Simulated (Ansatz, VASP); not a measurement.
## TiCo in VASP and in Ansatz

```
CELL_PARAMETERS angstrom
2.98821 0.00000 0.00000
0.00000 2.98821 0.00000
0.00000 0.00000 2.98821
ATOMIC_POSITIONS crystal
Ti 0.00000 0.00000 0.00000
Co 0.50000 0.50000 0.50000
```

Alike in both runs: functional r2SCAN; k mesh 18 × 18 × 18; occupations gaussian, width 0.1 eV; collinear spin.

Ansatz relaxed the structure, and its values are those at the end. VASP's run is a single point on that final structure, the one shown.

```csv
,VASP,Ansatz
version,VASP 6.6.1,Ansatz 0.2.0
potentials or method,"VASP PAW PBE potentials, release 64 (Ti_sv, Co), cutoff 520 eV","scalar-relativistic, plane waves, PAW"
valence electrons in the cell,21,29
```

|  | VASP | Ansatz | Ansatz less VASP |
| --- | --- | --- | --- |
| gap on the k mesh at the Fermi level (eV) | none | none | - |
| pressure (GPa) | 0.3 | 0.0 | -0.26 |
| net moment per atom (μB) | 0.45 | 0.45 | 0.000 |
| size of the moment on the site where the two differ most (μB) | 1.38 | 1.41 | +0.028 |

VASP's potentials were made for PBE, not for r2SCAN. Site moments also hang on the region over which each program counts them. A gap of «none» marks a metal or a gap that the smearing closes. The functional is the same, so the differences come from potentials, cutoffs and numerics. VASP's potentials hold 21 valence electrons a cell and Ansatz's 29, so a difference there can come from the potentials and not from the codes.
